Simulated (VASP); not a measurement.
# H6C2O in VASP: further runs

Runs on H6C2O. Level: r2SCAN. Tasks: single point.

All numbers are computed with VASP 6.6.1; they aren't measurements. Logs are shortened: lines on timing, memory, paths and dates and some standing lists are left out, and cuts for length are marked.

**1. The cell of the first run**

The cell holds a disordered packing, 36 atoms: a = 7.294 Å, b = 7.294 Å, c = 7.294 Å, α = 90.00°, β = 90.00°, γ = 90.00°.

**2. Single point, r2SCAN**

The input, POSCAR:

```
H6C2O
1.0
    7.2936330000      0.0000000000      0.0000000000
    0.0000000000      7.2936330000      0.0000000000
    0.0000000000      0.0000000000      7.2936330000
C O H
8 4 24
Direct
    0.3520056466      0.1375857546      0.3565849831
    0.3881467576      0.3017700507      0.4708490268
    0.7612667103      0.8345772265      0.8299156264
    0.6144537297      0.9706411057      0.8730902693
    0.8432560289      0.1460451876      0.4098094873
    0.8492475561      0.2564291348      0.2377416028
    0.3204438721      0.5321764887     -0.0435996711
    0.2930226953      0.6700775868      0.1046255001
    0.2223171909      0.3878177035      0.5184384792
    0.4458134924      0.9541472679      0.7791178964
    0.9906448542      0.1972953671      0.1074635919
    0.1904537835      0.8230740428      0.0307665604
    0.2539475183      0.5142293285      0.5476009007
    0.4544100313      0.2645320926      0.5970687036
    0.4847926952      0.3977715906      0.3987313318
    0.4801310952      0.0715966926      0.3066235990
    0.2619545020      0.0403913934      0.4272219345
    0.2564976878      0.1731784421      0.2471196453
    0.3458633030      0.9496501949      0.8641646762
    0.5919546541      0.9764543952      1.0261964099
    0.6752876104      1.1117916133      0.8555132950
    0.8870339377      0.8680584833      0.8990855449
    0.7345310629      0.6899853612      0.8647542315
    0.7987377484      0.8308890782      0.6877231141
    0.9548876397      0.2276231886     -0.0144646708
    0.7089333944      0.2359180946      0.1765649574
    0.8669616363      0.4044623578      0.2593906219
    0.7602521268      0.2144473132      0.5161625215
    0.8055107791      0.0040994659      0.3999378636
    0.9814587600      0.1445233123      0.4554383255
    0.1503914442      0.8925044625      0.1388059970
    0.1996398777      0.6108204238      0.2131585178
    0.4233692592      0.7077542838      0.1703266397
    0.3849247693      0.4113039414      0.0231434732
    0.1848187316      0.4831062928     -0.0854855187
    0.4002532071      0.5864567082     -0.1560264960
```

The input, INCAR.step1:

```
SYSTEM = H6C2O
  PREC = Accurate
  ENCUT = 580
  ISMEAR = -1
  SIGMA = 0.02
  LREAL = Auto
  LASPH = .True.
  NELM = 120
  NBANDS = 64
  GGA = PE
  ALGO = Normal
  EDIFF = 1E-5
  LWAVE = .True.
  LCHARG = .False.
  GGA_COMPAT = .False.
```

The input, INCAR.step2:

```
SYSTEM = H6C2O
  PREC = Accurate
  ENCUT = 580
  EDIFF = 1E-6
  ISMEAR = -1
  SIGMA = 0.02
  LREAL = Auto
  LASPH = .True.
  NELM = 120
  ALGO = Normal
  ISIF = 2
  LWAVE = .False.
  LCHARG = .True.
  METAGGA = R2SCAN
  LMIXTAU = .True.
  LELF = .True.
  LVHAR = .True.
  NBANDS = 64
  ISTART = 1
  GGA_COMPAT = .False.
```

The input, KPOINTS:

```
regular mesh
0
Gamma
  1 1 1
  0 0 0
```

Potentials or basis: VASP PAW PBE potentials, release 64 (C, O, H).

Launch:

```console
> cat potpaw_PBE.64/C/POTCAR potpaw_PBE.64/O/POTCAR potpaw_PBE.64/H/POTCAR > POTCAR
> cp INCAR.step1 INCAR
> mpirun -np 1 vasp_gam > vasp.out
> cp INCAR.step2 INCAR
> mpirun -np 1 vasp_gam > vasp.out
```

OUTCAR:

```text
SYSTEM = H6C2O
   PREC = Accurate
   ENCUT = 580
   EDIFF = 1E-6
   ISMEAR = -1
   LREAL = Auto
   LASPH = .True.
   NELM = 120
   ISIF = 2
   METAGGA = R2SCAN
   ISTART = 1

 ion  position               nearest neighbor table
   1  0.352  0.138  0.357-  18 1.09  17 1.10  16 1.11   2 1.48
   2  0.388  0.302  0.471-  14 1.07  15 1.12   9 1.41   1 1.48
   3  0.761  0.835  0.830-  24 1.07  22 1.07  23 1.10   4 1.49
   4  0.614  0.971  0.873-  21 1.13  20 1.13  10 1.41   3 1.49
   5  0.843  0.146  0.410-  30 1.06  29 1.07  28 1.10   6 1.49
   6  0.849  0.256  0.238-  27 1.10  26 1.13  11 1.47   5 1.49
   7  0.320  0.532  0.956-  36 1.08  35 1.10  34 1.11   8 1.49
   8  0.293  0.670  0.105-  33 1.10  32 1.13  12 1.45   7 1.49
   9  0.222  0.388  0.518-  13 0.97   2 1.41
  10  0.446  0.954  0.779-  19 0.96   4 1.41
  11  0.991  0.197  0.107-  25 0.95   6 1.47
  12  0.190  0.823  0.031-  31 0.98   8 1.45
  13  0.254  0.514  0.548-   9 0.97
  14  0.454  0.265  0.597-   2 1.07
  15  0.485  0.398  0.399-   2 1.12
  16  0.480  0.072  0.307-   1 1.11
  17  0.262  0.040  0.427-   1 1.10
[... 17 lines left out ...]
  35  0.185  0.483  0.915-   7 1.10
  36  0.400  0.586  0.844-   7 1.08

  LATTYP: Found a simple cubic cell.
 ALAT       =     7.2936330000

  Lattice vectors:

 A1 = (   7.2936330000,   0.0000000000,   0.0000000000)
 A2 = (   0.0000000000,   7.2936330000,   0.0000000000)
 A3 = (   0.0000000000,   0.0000000000,   7.2936330000)

Analysis of symmetry for initial positions (statically):
=====================================================================
 Subroutine PRICEL returns:
 Original cell was already a primitive cell.

 Routine SETGRP: Setting up the symmetry group for a
 simple cubic supercell.

 Subroutine GETGRP returns: Found  1 space group operations
 (whereof  1 operations were pure point group operations)
 out of a pool of 48 trial point group operations.

The static configuration has the point symmetry C_1 .

Analysis of symmetry for dynamics (positions and initial velocities):
=====================================================================
 Subroutine PRICEL returns:
 Original cell was already a primitive cell.

 Routine SETGRP: Setting up the symmetry group for a
 simple cubic supercell.

 Subroutine GETGRP returns: Found  1 space group operations
 (whereof  1 operations were pure point group operations)
 out of a pool of 48 trial point group operations.
[... 147 lines left out ...]
   EDIFFG = 0.1E-04   stopping-criterion for IOM
   NSW    =      0    number of steps for IOM
   IBRION =     -1    ionic relax: 0-MD 1-quasi-New 2-CG
   NFREE  =      0    steps in history (QN), initial steepest desc. (CG)
   ISIF   =      2    stress and relaxation
   ISYM   =      2    0-nonsym 1-usesym 2-fastsym
   POTIM  = 0.5000    time-step for ionic-motion
   TEBEG  =    0.0;   TEEND  =   0.0 temperature during run
   PSTRESS=    0.0 pullay stress
   NELECT =      80.0000    total number of electrons
   NUPDOWN=      -1.0000    fix difference up-down
   EMIN   =  10.00;   EMAX   =-10.00  energy-range for DOS
   EFERMI =   0.00;   METHOD = LEGACY
   ISMEAR =    -1;   SIGMA  =   0.02  broadening in eV -4-tet -1-fermi 0-gaus
   EFERMI_NEDOS =   21; number of points for ismear=-14 and -15
   IALGO  =     38    algorithm
   IMIX   =      4    mixing-type and parameters
     AMIX     =   0.40;   BMIX     =  1.00
     AMIX_MAG =   1.60;   BMIX_MAG =  1.00
  volume/ion in A,a.u.               =      10.78        72.73
  Fermi-wavevector in a.u.,A,eV,Ry     =   0.967151  1.827650 12.726630  0.935381
  Thomas-Fermi vector in A             =   2.097013
   LORBIT       =      0    0 simple, 1 ext, 2 COOP (PROOUT), +10 PAW based schemes
   METAGGA = R2SCAN    functional components
   LHFCALC =     F    Hartree Fock is set to
   AEXX    =    0.0000 exact exchange contribution
   IVDW    =     0    specifies the selected vdW correction
   LEPSILON=     F    determine dielectric tensor
   LRPA    =     F    only Hartree local field effects (RPA)
 non-spin polarized calculation
  energy-cutoff  :      580.00
  volume of cell :      388.00
 maximum number of plane-waves:      6147
 NGX is ok and might be reduce to    60
   NGX = 29   NGY = 29   NGZ = 29

 number of electron      80.0000003 magnetization

 Free energy of the ion-electron system (eV)
  ---------------------------------------------------
  ext. energy  EPLUGINS =         0.00000000
  ---------------------------------------------------
  free energy    TOTEN  =      -198.44943154 eV

  energy without entropy =     -198.44943154  energy(sigma->0) =     -198.44943154

 E-fermi :  -2.6028     XC(G=0):  -6.6414

 val. band max:       -3.1898250386   @ k =   0.0000   0.0000   0.0000
 cond. band min:       2.0747323080   @ k =   0.0000   0.0000   0.0000
 fundamental gap:      5.2645573466
 Fermi energy:        -2.6027933585

 k-point     1 :       0.0000    0.0000    0.0000
  band No.  band energies     occupation
      1     -23.9802      2.00000
      2     -23.9546      2.00000
      3     -23.7908      2.00000
      4     -23.4704      2.00000
      5     -16.8564      2.00000
      6     -16.6722      2.00000
[... 44 lines left out ...]
     51       5.5667      0.00000
     52       5.7129      0.00000
 [bands above 52 left out]

------------------------ aborting loop because EDIFF is reached ----------------------------------------

  FORCE on cell =-STRESS in cart. coord.  units (eV):
  Direction    XX          YY          ZZ          XY          YZ          ZX
  --------------------------------------------------------------------------------------
  -------------------------------------------------------------------------------------
  Total       -0.6973414      0.0694586      2.1022266     -1.2813112      0.1889747      3.7083879
  in kB       -2.8795478      0.2868169      8.6807726     -5.2909479      0.7803376     15.3131315
  external PRESSURE =       2.0293473 kB  Pullay stress =       0.0000000 kB

 VOLUME and BASIS-vectors are now :
 -----------------------------------------------------------------------------
  energy-cutoff  :      580.00
  volume of cell :      388.00
      direct lattice vectors                 reciprocal lattice vectors
     7.293633000  0.000000000  0.000000000     0.137105884  0.000000000  0.000000000
     0.000000000  7.293633000  0.000000000     0.000000000  0.137105884  0.000000000
     0.000000000  0.000000000  7.293633000     0.000000000  0.000000000  0.137105884

 POSITION                                       TOTAL-FORCE (eV/Angst)
 -----------------------------------------------------------------------------------
      2.56740      1.00350      2.60080        -0.630372     -0.781920     -0.717172
      2.83100      2.20100      3.43420         1.291796      0.456551     -0.133344
      5.55240      6.08710      6.05310         0.100272     -1.081937     -0.176110
      4.48160      7.07950      6.36800         0.047878      1.449657      1.859463
      6.15040      1.06520      2.98900         0.885684      0.753526      0.624957
      6.19410      1.87030      1.73400        -1.767761     -0.059810     -1.721498
[... 28 lines left out ...]
      1.34800      3.52360      6.67013         0.210416      0.143731     -0.395691
      2.91930      4.27740      6.15563         0.163617     -0.033700     -0.261266
 -----------------------------------------------------------------------------------
    total drift:                               -0.003629     -0.006286     -0.001799

  FREE ENERGIE OF THE ION-ELECTRON SYSTEM (eV)
  ---------------------------------------------------
  free  energy   TOTEN  =      -198.4494315439 eV

  energy  without entropy=     -198.4494315439  energy(sigma->0) =     -198.44943154
```

OSZICAR.step1:

```text
N       E                     dE             d eps       ncg     rms          rms(c)
DAV:   1     0.598446099379E+03    0.59845E+03   -0.42303E+04   128   0.121E+03
DAV:   2    -0.133113850200E+03   -0.73156E+03   -0.69046E+03   160   0.270E+02
DAV:   3    -0.204982274550E+03   -0.71868E+02   -0.71375E+02   160   0.901E+01
DAV:   4    -0.206624648803E+03   -0.16424E+01   -0.16385E+01   168   0.154E+01
DAV:   5    -0.206666185832E+03   -0.41537E-01   -0.41519E-01   168   0.227E+00    0.238E+01
DAV:   6    -0.189954711375E+03    0.16711E+02   -0.30424E+01   152   0.186E+01    0.115E+01
DAV:   7    -0.187565164070E+03    0.23895E+01   -0.53746E+00   160   0.816E+00    0.601E+00
DAV:   8    -0.187133664109E+03    0.43150E+00   -0.10154E+00   168   0.437E+00    0.121E+00
DAV:   9    -0.187114791225E+03    0.18873E-01   -0.12992E-01   160   0.165E+00    0.531E-01
DAV:  10    -0.187125463763E+03   -0.10673E-01   -0.31816E-02   144   0.685E-01    0.262E-01
DAV:  11    -0.187127246141E+03   -0.17824E-02   -0.55892E-03   144   0.372E-01    0.148E-01
DAV:  12    -0.187128024585E+03   -0.77844E-03   -0.27034E-03   144   0.255E-01    0.619E-02
DAV:  13    -0.187128019011E+03    0.55739E-05   -0.80353E-04   160   0.128E-01    0.378E-02
DAV:  14    -0.187128019776E+03   -0.76481E-06   -0.20361E-04   144   0.641E-02    0.152E-02
DAV:  15    -0.187128018801E+03    0.97484E-06   -0.34314E-05   144   0.266E-02
   1 F= -.18712802E+03 E0= -.18712802E+03  d E =-.973159E-11
```

Run time: 3.6 min. Hardware: 1 thread of AMD EPYC 7R43 (Zen 3), shared host; peak memory 0.49 GiB.

What came out:

| Item | Value |
| --- | --- |
| Free energy | -198.4494 eV |
| Pressure | 0.2 GPa |
| Largest force | 2.468 eV/Å |
| Band gap on the k mesh | 5.26 eV |

Forces on the atoms (eV/Å):
```
C   -0.630 -0.782 -0.717
C    1.292  0.457 -0.133
C    0.100 -1.082 -0.176
C    0.048  1.450  1.859
C    0.886  0.754  0.625
C   -1.768 -0.060 -1.721
C   -0.367 -1.136  0.867
C   -1.318 -0.315  0.933
O   -0.630  1.198 -0.118
O    0.908 -0.096 -0.868
O   -0.320 -0.472  1.479
O    0.401  0.558  0.951
H   -0.392 -0.456  0.082
H    0.590 -0.385  0.583
H   -0.557 -0.292  0.129
H   -0.822  0.238  0.241
H    0.645 -0.320  0.603
H    0.615  0.358 -0.632
H   -0.441 -0.250  0.607
H   -0.118 -0.473 -0.768
H   -0.358 -0.462 -0.520
H    0.360  0.305  0.467
H   -0.426  0.257  0.179
H   -0.086  0.192 -0.863
H   -0.320  0.203 -0.448
H    0.796  0.429 -0.257
H    0.058 -0.195  0.363
H    0.173 -0.222 -0.412
H   -0.572 -0.479 -0.552
H    0.944  0.025  0.959
H    0.020  0.093 -0.846
H    0.896  0.053 -0.497
H   -0.081  0.404 -0.158
H    0.098  0.394 -0.580
H    0.210  0.144 -0.396
H    0.164 -0.034 -0.261
```

Stress tensor (GPa, compression positive):
```
-0.29 -0.53  1.53
-0.53  0.03  0.08
 1.53  0.08  0.87
```

Caveat: the k points lie up to 0.86 Å⁻¹ apart; the atoms stand as in a frame of molecular dynamics; the PAW data sets were made with another functional, which shifts forces and pressure a little.

(Part 1 of 2 ends here.)
